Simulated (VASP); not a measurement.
Set up this calculation in VASP 6.6.1, as the native input.

```yaml
Task: single point
Functional: LDA
Potentials_or_basis: VASP PAW LDA potentials, release 64 (Na_pv, B)
Cutoff: 500 eV
k_mesh: 6 × 6 × 6
Occupations: gaussian, width 0.1 eV
Spin: no spin polarisation
Dipole_correction: no
Further_INCAR_settings: ALGO = Normal; EDIFF = 1e-06; NBANDS = 12
```

The structure of NaB lies in POSCAR:

```
NaB
1.0
    0.0000000000      2.6838690000      2.6838690000
    2.6838690000      0.0000000000      2.6838690000
    2.6838690000      2.6838690000      0.0000000000
Na B
1 1
Direct
    0.0000000000      0.0000000000      0.0000000000
    0.5000000000      0.5000000000      0.5000000000
```

One way to write it, as run:

INCAR

```
SYSTEM = NaB
PREC = Accurate
ENCUT = 500
EDIFF = 1E-6
ISMEAR = 0
SIGMA = 0.1
LREAL = .False.
LASPH = .True.
NELM = 120
ALGO = Normal
ISIF = 2
LWAVE = .False.
LCHARG = .True.
GGA = CA
LELF = .True.
LVHAR = .True.
NBANDS = 12
GGA_COMPAT = .False.
```

KPOINTS

```
regular mesh
0
Gamma
  6 6 6
  0 0 0
```

Potentials or basis: VASP PAW LDA potentials, release 64 (Na_pv, B).

Launch:

```sh
$ cat potpaw_LDA.64/Na_pv/POTCAR potpaw_LDA.64/B/POTCAR > POTCAR
$ mpirun -np 1 vasp_std > vasp.out
```

Results of the run:

| Item | Value |
| --- | --- |
| Pressure | -2.3 GPa |
| Band gap on the k mesh | zero (bands 5 and 6 overlap by 3.01 eV) |

It took 7.7 s on 1 thread of Intel Xeon 8259CL, on a shared host, peak memory 0.13 GiB.
